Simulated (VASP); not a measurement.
# Al15As16 (a cell with a defect) in VASP: a series of runs

Runs on Al15As16 (a cell with a defect). Level: PBE. Tasks: single point.

Program: VASP 6.6.1. These are calculated values, not measurements. Logs are shortened: lines on timing, memory, paths and dates and some standing lists are left out, and cuts for length are marked.

## (1) The cell of the first run

The cell holds a defect, 31 atoms: a = 9.921 Å, b = 9.921 Å, c = 9.921 Å, α = 109.47°, β = 109.47°, γ = 109.47°.

## (2) Single point, PBE, collinear spin (atoms taken out, then relaxed in part)

Input file INCAR:

```
SYSTEM = Al15As16
ALGO = Normal
EDIFF = 1E-6
ENCUT = 520
GGA = PE
ISIF = 2
ISMEAR = 0
ISPIN = 2
LASPH = .TRUE.
LCHARG = .FALSE.
LORBIT = 11
LREAL = Auto
LWAVE = .FALSE.
MAGMOM = 0 0 0 0 0 0 0 0 0 0 0 0 0 0 0 0.5 0 0 0 0 0 0 0 0 0 0 0 0 0.5 0.5 0.5
NBANDS = 88
NELECT = 124.0
NELM = 150
PREC = Accurate
SIGMA = 0.01
```

Input file KPOINTS:

```
Automatic mesh
0
Gamma
  2 2 2
  0.5 0.5 0.5
```

Input file POSCAR:

```
Al15As16
1.0
   -5.7279123196      5.7279123196     -5.7279123196
   -5.7279123196     -5.7279123196      5.7279123196
    5.7279123196      5.7279123196      5.7279123196
Al As
15 16
Direct
    0.5025298254      0.0005577405      0.5000000000
    0.5025298254      0.7500000000      0.7505577405
    0.2500000000      0.2500000000      0.5000000000
    0.2480279151     -0.0025298254      0.7474701746
    0.2500000000      0.7500000000      0.0000000000
    0.0005577405      0.5025298254      0.5000000000
   -0.0025298254      0.2480279151      0.7474701746
   -0.0025298254     -0.0025298254     -0.0019720849
    0.0005577405      0.7500000000      0.2525298254
    0.7500000000      0.5025298254      0.7505577405
    0.7500000000      0.2500000000      0.0000000000
    0.7500000000      0.0005577405      0.2525298254
    0.4994422595      0.4994422595      0.0019720850
    0.4994422595      0.2519720850      0.2494422595
    0.2519720850      0.4994422595      0.2494422595
   -0.0015861699     -0.0015861699      0.7484138301
    0.7500000000      0.2502509905      0.7493166127
    0.7500000000     -0.0006833873      0.0002509905
    0.5006833873      0.5006833873      0.7509343778
    0.4990656222      0.2497490095     -0.0002509905
    0.5006833873      0.0009343778      0.2506833873
    0.2502509905      0.7500000000      0.7493166127
    0.2497490095      0.4990656222     -0.0002509905
    0.2497490095      0.2497490095      0.2490656222
    0.2502509905     -0.0006833873      0.5000000000
   -0.0006833873      0.7500000000      0.0002509905
    0.0009343778      0.5006833873      0.2506833873
   -0.0006833873      0.2502509905      0.5000000000
    0.7500000000      0.7500000000      0.2515861699
    0.7500000000      0.5015861699      0.5000000000
    0.5015861699      0.7500000000      0.5000000000
```

Potentials or basis: VASP PAW PBE potentials, release 64 (Al, As).

Launch:

```sh
$ cat potpaw_PBE.64/Al/POTCAR potpaw_PBE.64/As/POTCAR > POTCAR
$ mpirun -np 1 vasp_std > vasp.out
```

OUTCAR:

```text
SYSTEM = Al15As16
   EDIFF = 1E-6
   ENCUT = 520
   GGA = PE
   ISIF = 2
   ISMEAR = 0
   ISPIN = 2
   LASPH = .TRUE.
   LORBIT = 11
   LREAL = Auto
   NELECT = 124.0
   NELM = 150
   PREC = Accurate

 ion  position               nearest neighbor table
   1  0.503  0.001  0.500-  17 2.47  21 2.47  31 2.48  25 2.50
   2  0.503  0.750  0.751-  18 2.47  19 2.47  31 2.48  22 2.50
   3  0.250  0.250  0.500-  19 2.49  24 2.49  25 2.49  28 2.49
   4  0.248  0.997  0.747-  22 2.47  25 2.47  16 2.48  20 2.50
   5  0.250  0.750  0.000-  21 2.49  22 2.49  23 2.49  26 2.49
   6  0.001  0.503  0.500-  22 2.47  27 2.47  30 2.48  28 2.50
   7  0.997  0.248  0.747-  17 2.47  28 2.47  16 2.48  23 2.50
   8  0.997  0.997  0.998-  18 2.47  26 2.47  16 2.48  24 2.50
   9  0.001  0.750  0.253-  25 2.47  27 2.47  29 2.48  26 2.50
  10  0.750  0.503  0.751-  19 2.47  26 2.47  30 2.48  17 2.50
  11  0.750  0.250  0.000-  17 2.49  18 2.49  20 2.49  27 2.49
  12  0.750  0.001  0.253-  21 2.47  28 2.47  29 2.48  18 2.50
  13  0.499  0.499  0.002-  20 2.47  23 2.47  29 2.48  19 2.50
  14  0.499  0.252  0.249-  20 2.47  24 2.47  30 2.48  21 2.50
  15  0.252  0.499  0.249-  23 2.47  24 2.47  31 2.48  27 2.50
  16  0.998  0.998  0.748-   4 2.48   7 2.48   8 2.48
  17  0.750  0.250  0.749-   7 2.47   1 2.47  11 2.49  10 2.50
  18  0.750  0.999  0.000-   8 2.47   2 2.47  11 2.49  12 2.50
  19  0.501  0.501  0.751-   2 2.47  10 2.47   3 2.49  13 2.50
  20  0.499  0.250  1.000-  13 2.47  14 2.47  11 2.49   4 2.50
  21  0.501  0.001  0.251-   1 2.47  12 2.47   5 2.49  14 2.50
  22  0.250  0.750  0.749-   4 2.47   6 2.47   5 2.49   2 2.50
  23  0.250  0.499  1.000-  13 2.47  15 2.47   5 2.49   7 2.50
  24  0.250  0.250  0.249-  14 2.47  15 2.47   3 2.49   8 2.50
  25  0.250  0.999  0.500-   4 2.47   9 2.47   3 2.49   1 2.50
  26  0.999  0.750  0.000-   8 2.47  10 2.47   5 2.49   9 2.50
  27  0.001  0.501  0.251-   6 2.47   9 2.47  11 2.49  15 2.50
  28  0.999  0.250  0.500-   7 2.47  12 2.47   3 2.49   6 2.50
  29  0.750  0.750  0.252-  13 2.48  12 2.48   9 2.48
  30  0.750  0.502  0.500-  14 2.48  10 2.48   6 2.48
  31  0.502  0.750  0.500-  15 2.48   2 2.48   1 2.48

  LATTYP: Found a body centered cubic cell.
 ALAT       =    11.4558246392

  Lattice vectors:

 A1 = (  -5.7279123196,   5.7279123196,  -5.7279123196)
 A2 = (  -5.7279123196,  -5.7279123196,   5.7279123196)
 A3 = (   5.7279123196,   5.7279123196,   5.7279123196)

Analysis of symmetry for initial positions (statically):
=====================================================================
 Subroutine PRICEL returns:
 Original cell was already a primitive cell.

 Routine SETGRP: Setting up the symmetry group for a
 body centered cubic supercell.

 Subroutine GETGRP returns: Found 24 space group operations
 (whereof  2 operations were pure point group operations)
 out of a pool of 48 trial point group operations.

The static configuration has the point symmetry C_1h.
 The point group associated with its full space group is T_d .

Analysis of symmetry for dynamics (positions and initial velocities):
=====================================================================
 Subroutine PRICEL returns:
 Original cell was already a primitive cell.

 Routine SETGRP: Setting up the symmetry group for a
 body centered cubic supercell.

 Subroutine GETGRP returns: Found 24 space group operations
 (whereof  2 operations were pure point group operations)
 out of a pool of 48 trial point group operations.

The dynamic configuration has the point symmetry C_1h.
 The point group associated with its full space group is T_d .

Analysis of structural, dynamic, and magnetic symmetry:
=====================================================================
 Subroutine PRICEL returns:
 Original cell was already a primitive cell.

 Routine SETGRP: Setting up the symmetry group for a
 body centered cubic supercell.

 Subroutine GETGRP returns: Found 24 space group operations
 (whereof  2 operations were pure point group operations)
 out of a pool of 48 trial point group operations.

The overall configuration has the point symmetry C_1h.
 The point group associated with its full space group is T_d .

 Subroutine INISYM returns: Found 24 space group operations
[... 116 lines left out ...]
   total plane-waves  NPLWV = 512000
   dimension x,y,z NGX =    80 NGY =   80 NGZ =   80
   dimension x,y,z NGXF=   160 NGYF=  160 NGZF=  160
   ions per type =              15  16
   NGX,Y,Z   is equivalent  to a cutoff of  13.41, 13.41, 13.41 a.u.
   NGXF,Y,Z  is equivalent  to a cutoff of  26.81, 26.81, 26.81 a.u.
 SYSTEM =  Al15As16
   PREC   = accura    normal or accurate (medium, high low for compatibility)
   ISTART =      0    job   : 0-new  1-cont  2-samecut
   ICHARG =      2    charge: 1-file 2-atom 10-const
   ISPIN  =      2    spin polarized calculation?
   LNONCOLLINEAR =      F non collinear calculations
   LSORBIT =      F    spin-orbit coupling
   LASPH  =      T    aspherical Exc in radial PAW
   ENCUT  =  520.0 eV  38.22 Ry    6.18 a.u.  18.45 18.45 18.45*2*pi/ulx,y,z
   NELM   =    150;   NELMIN=  2; NELMDL= -5     # of ELM steps
   EDIFF  = 0.1E-05   stopping-criterion for ELM
   LREAL  =      T    real-space projection
   EDIFFG = 0.1E-04   stopping-criterion for IOM
   NSW    =      0    number of steps for IOM
   IBRION =     -1    ionic relax: 0-MD 1-quasi-New 2-CG
   NFREE  =      0    steps in history (QN), initial steepest desc. (CG)
   ISIF   =      2    stress and relaxation
   ISYM   =      2    0-nonsym 1-usesym 2-fastsym
   POTIM  = 0.5000    time-step for ionic-motion
   TEBEG  =    0.0;   TEEND  =   0.0 temperature during run
   PSTRESS=    0.0 pullay stress
   NELECT =     124.0000    total number of electrons
   NUPDOWN=      -1.0000    fix difference up-down
   EMIN   =  10.00;   EMAX   =-10.00  energy-range for DOS
   EFERMI =   0.00;   METHOD = LEGACY
   ISMEAR =     0;   SIGMA  =   0.01  broadening in eV -4-tet -1-fermi 0-gaus
   EFERMI_NEDOS =   21; number of points for ismear=-14 and -15
   IALGO  =     38    algorithm
   IMIX   =      4    mixing-type and parameters
     AMIX     =   0.40;   BMIX     =  1.00
     AMIX_MAG =   1.60;   BMIX_MAG =  1.00
  volume/ion in A,a.u.               =      24.25       163.64
  Fermi-wavevector in a.u.,A,eV,Ry     =   0.897840  1.696672 10.967887  0.806117
  Thomas-Fermi vector in A             =   2.020475
   LORBIT       =     11    0 simple, 1 ext, 2 COOP (PROOUT), +10 PAW based schemes
   GGA     = PE    functional components
   LHFCALC =     F    Hartree Fock is set to
   AEXX    =    0.0000 exact exchange contribution
   IVDW    =     0    specifies the selected vdW correction
   LEPSILON=     F    determine dielectric tensor
   LRPA    =     F    only Hartree local field effects (RPA)
 spin polarized calculation
 Gauss-broadening in eV      SIGMA  =   0.01
  energy-cutoff  :      520.00
  volume of cell :      751.71
 maximum number of plane-waves:     20280
 NGX is ok and might be reduce to    80
   NGX = 37   NGY = 37   NGZ = 37

 number of electron     124.0000001 magnetization       0.4999382

 Free energy of the ion-electron system (eV)
  ---------------------------------------------------
  ext. energy  EPLUGINS =         0.00000000
  ---------------------------------------------------
  free energy    TOTEN  =      -145.57384702 eV

  energy without entropy =     -145.56999046  energy(sigma->0) =     -145.57191874

 E-fermi :   3.2714     XC(G=0):  -8.7727

 val. band max:        2.9954351795   @ k =  -0.2500   0.2500   0.2500
 cond. band min:       3.2744408365   @ k =  -0.2500   0.2500   0.2500
 fundamental gap:      0.2790056570
 Fermi energy:         3.2713951567

 spin component 1

 k-point     1 :       0.2500    0.2500    0.2500
  band No.  band energies     occupation
      1      -7.8225      1.00000
      2      -7.8225      1.00000
      3      -7.8225      1.00000
      4      -7.6558      1.00000
      5      -6.8374      1.00000
      6      -6.8374      1.00000
[... 143 lines left out ...]
     73       6.6437      0.00000
     74       6.7535      0.00000
 Fermi energy:         3.2713951567

 spin component 2

 k-point     1 :       0.2500    0.2500    0.2500
  band No.  band energies     occupation
      1      -7.8116      1.00000
      2      -7.8116      1.00000
      3      -7.8116      1.00000
      4      -7.6292      1.00000
      5      -6.8313      1.00000
      6      -6.8313      1.00000
[... 143 lines left out ...]
     73       6.6549      0.00000
     74       6.7594      0.00000
 [bands above 74 left out]

------------------------ aborting loop because EDIFF is reached ----------------------------------------

  FORCE on cell =-STRESS in cart. coord.  units (eV):
  Direction    XX          YY          ZZ          XY          YZ          ZX
  --------------------------------------------------------------------------------------
  -------------------------------------------------------------------------------------
  Total       -8.7082553     -8.7082553     -8.7082553     -0.0000000      0.0000000     -0.0000000
  in kB      -18.5606277    -18.5606277    -18.5606277     -0.0000000      0.0000000     -0.0000000
  external PRESSURE =     -18.5606277 kB  Pullay stress =       0.0000000 kB

 VOLUME and BASIS-vectors are now :
 -----------------------------------------------------------------------------
  energy-cutoff  :      520.00
  volume of cell :      751.71
      direct lattice vectors                 reciprocal lattice vectors
    -5.727912320  5.727912320 -5.727912320    -0.087291839  0.087291839  0.000000000
    -5.727912320 -5.727912320  5.727912320    -0.087291839  0.000000000  0.087291839
     5.727912320  5.727912320  5.727912320     0.000000000  0.087291839  0.087291839

 POSITION                                       TOTAL-FORCE (eV/Angst)
 -----------------------------------------------------------------------------------
     -0.01769      5.73921     -0.01130        -0.009458      0.013130     -0.013130
     -2.87525      2.88164      5.71662        -0.013130      0.009458     -0.013130
      0.00000      2.86396      2.86396         0.000000      0.000000      0.000000
     -2.85266     -0.01130      8.57418         0.013130     -0.013130     -0.009458
     -5.72791     -2.86396      2.86396         0.000000      0.000000      0.000000
     -0.01769     -0.01130      5.73921        -0.009458     -0.013130      0.013130
[... 23 lines left out ...]
     -4.30502      4.28685      1.44106         0.005634      0.005634     -0.005634
     -4.30502      1.44106      4.28685         0.005634     -0.005634      0.005634
 -----------------------------------------------------------------------------------
    total drift:                               -0.000002      0.000003      0.000003

  FREE ENERGIE OF THE ION-ELECTRON SYSTEM (eV)
  ---------------------------------------------------
  free  energy   TOTEN  =      -145.5738470199 eV

  energy  without entropy=     -145.5699904619  energy(sigma->0) =     -145.57191874

 total charge

# of ion       s       p       d       tot
------------------------------------------
    1        0.405   0.353   0.000   0.757
    2        0.405   0.353   0.000   0.757
    3        0.406   0.347   0.000   0.754
    4        0.405   0.353   0.000   0.757
    5        0.406   0.347   0.000   0.754
    6        0.405   0.353   0.000   0.757
[... 23 lines left out ...]
   30        1.236   1.503   0.019   2.758
   31        1.236   1.503   0.019   2.758
--------------------------------------------------
tot         25.413  30.899   0.355  56.667

 magnetization (x)

# of ion       s       p       d       tot
------------------------------------------
    1       -0.000   0.000   0.000   0.000
    2       -0.000   0.000   0.000   0.000
    3       -0.000   0.001   0.000   0.001
    4       -0.000   0.000   0.000   0.000
    5       -0.000   0.001   0.000   0.001
    6       -0.000   0.000   0.000   0.000
[... 23 lines left out ...]
   30        0.003   0.042   0.000   0.045
   31        0.003   0.042   0.000   0.045
--------------------------------------------------
tot          0.009   0.228   0.001   0.238
```

Run time: 15 min. Hardware: 1 thread of Intel Xeon Platinum 8488C (Sapphire Rapids), shared host; peak memory 1.4 GiB.

Results:

```
Free energy                                           : -145.5738 eV
Largest force                                         : 0.021 eV/Å
Net moment                                            : 0.50 μB per cell
Site moments                                          : Al +0.00; As +0.04, +0.00 (each value once) μB
Valence electrons inside the program's atomic spheres : Al 0.76, 0.75 (each value once); As 2.76, 2.86 (each value once)
```

Forces on the atoms (eV/Å):
```
Al  -0.009  0.013 -0.013
Al  -0.013  0.009 -0.013
Al   0.000  0.000  0.000
Al   0.013 -0.013 -0.009
Al   0.000  0.000  0.000
Al  -0.009 -0.013  0.013
Al   0.013 -0.009 -0.013
Al   0.009 -0.013 -0.013
Al   0.013  0.009  0.013
Al  -0.013 -0.013  0.009
Al   0.000  0.000  0.000
Al   0.013  0.013  0.009
Al   0.009  0.013  0.013
Al  -0.013 -0.009  0.013
Al  -0.013  0.013 -0.009
As  -0.006  0.006  0.006
As  -0.010 -0.010 -0.011
As   0.010  0.010 -0.011
As  -0.011  0.010  0.010
As   0.010 -0.010  0.011
As  -0.010  0.011  0.010
As  -0.010 -0.011 -0.010
As   0.010  0.011 -0.010
As  -0.011 -0.010 -0.010
As   0.011  0.010 -0.010
As   0.010 -0.011  0.010
As  -0.010  0.010  0.011
As   0.011 -0.010  0.010
As  -0.006 -0.006 -0.006
As   0.006  0.006 -0.006
As   0.006 -0.006  0.006
```

Caveat: the k points lie up to 0.39 Å⁻¹ apart; the cell carries a net charge on a neutralising background, which shifts energy and pressure; the cell differs from its parent crystal (atoms taken out, then relaxed in part); the cell is charged against a uniform background, so pressure and absolute levels hang on convention.

## (3) Single point, PBE, collinear spin (atoms taken out, then relaxed in part)

Input file INCAR:

```
PREC = Accurate ; ENCUT = 520
EDIFF = 1E-6 ; ISMEAR = 0
SIGMA = 0.01 ; LREAL = Auto
LASPH = T ; NELM = 150
ALGO = Normal ; ISIF = 2
LWAVE = F ; LCHARG = F
ISPIN = 2 ; MAGMOM = 0 0 0 0 0 0 0 0 0 0 0 0 0 0 0 0.25 0 0 0 0 0 0 0 0 0 0 0 0 0.25 0.25 0.25
LORBIT = 11 ; GGA = PE
NELECT = 127.0 ; NBANDS = 88
```

KPOINTS is that of step 2.

Input file POSCAR:

```
Al15As16
1.0
   -5.7279123196      5.7279123196     -5.7279123196
   -5.7279123196     -5.7279123196      5.7279123196
    5.7279123196      5.7279123196      5.7279123196
Al As
15 16
Direct
    0.4985378943     -0.0092315520      0.5000000000
    0.4985378943      0.7500000000      0.7407684480
    0.2500000000      0.2500000000      0.5000000000
    0.2422305537      0.0014621057      0.7514621057
    0.2500000000      0.7500000000      0.0000000000
   -0.0092315520      0.4985378943      0.5000000000
    0.0014621057      0.2422305537      0.7514621057
    0.0014621057      0.0014621057     -0.0077694463
   -0.0092315520      0.7500000000      0.2485378943
    0.7500000000      0.4985378943      0.7407684480
    0.7500000000      0.2500000000      0.0000000000
    0.7500000000     -0.0092315520      0.2485378943
    0.5092315520      0.5092315520      0.0077694463
    0.5092315520      0.2577694463      0.2592315520
    0.2577694463      0.5092315520      0.2592315520
   -0.0172265559     -0.0172265559      0.7327734441
    0.7500000000      0.2484691052      0.7487803799
    0.7500000000     -0.0012196201     -0.0015308948
    0.5012196201      0.5012196201      0.7496887254
    0.5003112746      0.2515308948      0.0015308948
    0.5012196201     -0.0003112746      0.2512196201
    0.2484691052      0.7500000000      0.7487803799
    0.2515308948      0.5003112746      0.0015308948
    0.2515308948      0.2515308948      0.2503112746
    0.2484691052     -0.0012196201      0.5000000000
   -0.0012196201      0.7500000000     -0.0015308948
   -0.0003112746      0.5012196201      0.2512196201
   -0.0012196201      0.2484691052      0.5000000000
    0.7500000000      0.7500000000      0.2672265559
    0.7500000000      0.5172265559      0.5000000000
    0.5172265559      0.7500000000      0.5000000000
```

Potentials or basis: VASP PAW PBE potentials, release 64 (Al, As).

Launch:

```sh
$ cat potpaw_PBE.64/Al/POTCAR potpaw_PBE.64/As/POTCAR > POTCAR
$ mpirun -np 1 vasp_std > vasp.out
```

It took 8.6 min on 1 thread of Intel Xeon Platinum 8488C (Sapphire Rapids), shared host; peak memory 1.4 GiB.

The run converged. Its results:

```
Free energy                                           : -135.4200 eV
Largest force                                         : 0.035 eV/Å
Net moment                                            : 1.00 μB per cell
Site moments                                          : Al +0.00; As +0.08, +0.01 (each value once) μB
Valence electrons inside the program's atomic spheres : Al 0.77; As 2.83, 2.88 (each value once)
```

Forces in eV/Å, atoms in the order of the input:
```
Al   0.015 -0.022  0.022
Al   0.022 -0.015  0.022
Al   0.000  0.000  0.000
Al  -0.022  0.022  0.015
Al   0.000  0.000  0.000
Al   0.015  0.022 -0.022
Al  -0.022  0.015  0.022
Al  -0.015  0.022  0.022
Al  -0.022 -0.015 -0.022
Al   0.022  0.022 -0.015
Al   0.000  0.000  0.000
Al  -0.022 -0.022 -0.015
Al  -0.015 -0.022 -0.022
Al   0.022  0.015 -0.022
Al   0.022 -0.022  0.015
As   0.000  0.000  0.000
As  -0.020 -0.020  0.000
As   0.020  0.020  0.000
As   0.000  0.020  0.020
As   0.020 -0.020  0.000
As  -0.020  0.000  0.020
As  -0.020  0.000 -0.020
As   0.020  0.000 -0.020
As   0.000 -0.020 -0.020
As   0.000  0.020 -0.020
As   0.020  0.000  0.020
As  -0.020  0.020  0.000
As   0.000 -0.020  0.020
As   0.000  0.000  0.000
As   0.000  0.000  0.000
As   0.000  0.000  0.000
```

Levels at points of the mesh, in eV from the Fermi level:
Spin up:
```csv
k point,band 60,band 61,band 62,band 63,band 64,band 65,band 66,band 67,band 68,band 69
"(0.25, 0.25, 0.25)",-0.61,-0.61,-0.05,-0.05,-0.05,2.25,2.25,2.25,2.32,2.32
```
Spin down:
```csv
k point,band 58,band 59,band 60,band 61,band 62,band 63,band 64,band 65,band 66,band 67
"(0.25, 0.25, 0.25)",-0.62,-0.62,-0.59,-0.59,0.09,0.09,0.09,2.26,2.26,2.26
```

Caveat: the k points lie up to 0.39 Å⁻¹ apart; the cell carries a net charge on a neutralising background, which shifts energy and pressure; the cell differs from its parent crystal (atoms taken out, then relaxed in part); the cell is charged against a uniform background, so pressure and absolute levels hang on convention.

[end of part 1 of 2]
